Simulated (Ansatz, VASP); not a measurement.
ZrC: VASP beside Ansatz

Contents of POSCAR:

```
ZrC
1.0
    2.8965509880      0.0000000000      0.0000000000
    0.0000000000      2.8965509880      0.0000000000
    0.0000000000      0.0000000000      2.8965509880
Zr C
1 1
Direct
    0.0000000000      0.0000000000      0.0000000000
    0.5000000000      0.5000000000      0.5000000000
```

Contents of INCAR.step1:

```
ALGO     = Normal         # electronic algorithm
EDIFF    = 1E-5           # SCF threshold, eV
ENCUT    = 660            # plane-wave cutoff, eV
GGA      = PE             # functional
GGA_COMPAT= F            
ISMEAR   = 0              # smearing method
LASPH    = T              # aspherical terms in the spheres
LCHARG   = F              # write CHGCAR
LREAL    = F              # projectors in reciprocal space
LWAVE    = T              # write WAVECAR
NBANDS   = 15             # bands
NELM     = 120            # most SCF steps
PREC     = Accurate       # precision mode
SIGMA    = 0.05           # smearing width, eV
```

The input INCAR.step2:

```
ALGO     = Normal         # electronic algorithm
EDIFF    = 1E-6           # SCF threshold, eV
ENCUT    = 660            # plane-wave cutoff, eV
GGA_COMPAT= F            
ISIF     = 2              # what is computed and relaxed
ISMEAR   = 0              # smearing method
ISTART   = 1            
LASPH    = T              # aspherical terms in the spheres
LCHARG   = F              # write CHGCAR
LMIXTAU  = T            
LREAL    = F              # projectors in reciprocal space
LWAVE    = F              # write WAVECAR
METAGGA  = R2SCAN         # meta-GGA
NBANDS   = 15             # bands
NELM     = 120            # most SCF steps
PREC     = Accurate       # precision mode
SIGMA    = 0.05           # smearing width, eV
```

The input KPOINTS:

```
k-points
0
Gamma
  12 12 12
```

Input for Ansatz:

```yaml
crystal:
  lattice:
    - [2.896550988, 0.0, 0.0]
    - [0.0, 2.896550988, 0.0]
    - [0.0, 0.0, 2.896550988]
  atoms:
    - { symbol: Zr, position: [0.0, 0.0, 0.0] }
    - { symbol: C, position: [0.5, 0.5, 0.5] }
basis:
  ecutwfc: 500
  ecutrho_ratio: 4
kpoints:
  mp_grid: { grid: [12, 12, 12] }
hamiltonian:
  xc: r2scan
scf:
  occupations: { method: gaussian, width: 0.05 }
output:
  forces: true
  stress: true
  eigenvalues: true
```

Alike in both runs: task single point; functional r2SCAN; k mesh 12 × 12 × 12; occupations gaussian, width 0.05 eV; no spin polarisation.

|  | VASP | Ansatz |
| --- | --- | --- |
| version | VASP 6.6.1 | Ansatz 0.2.0 |
| potentials or method | VASP PAW PBE potentials, release 64 (Zr_sv, C), cutoff 660 eV | scalar-relativistic, plane waves, PAW |
| valence electrons in the cell | 16 | 16 |

Ansatz gave:

| Quantity | Value |
| --- | --- |
| pressure (GPa) | 4.2 |

Task: What did VASP give for the same quantities?

Result: Pressure (GPa): 4.3.

VASP's potentials were made for PBE, not for r2SCAN.
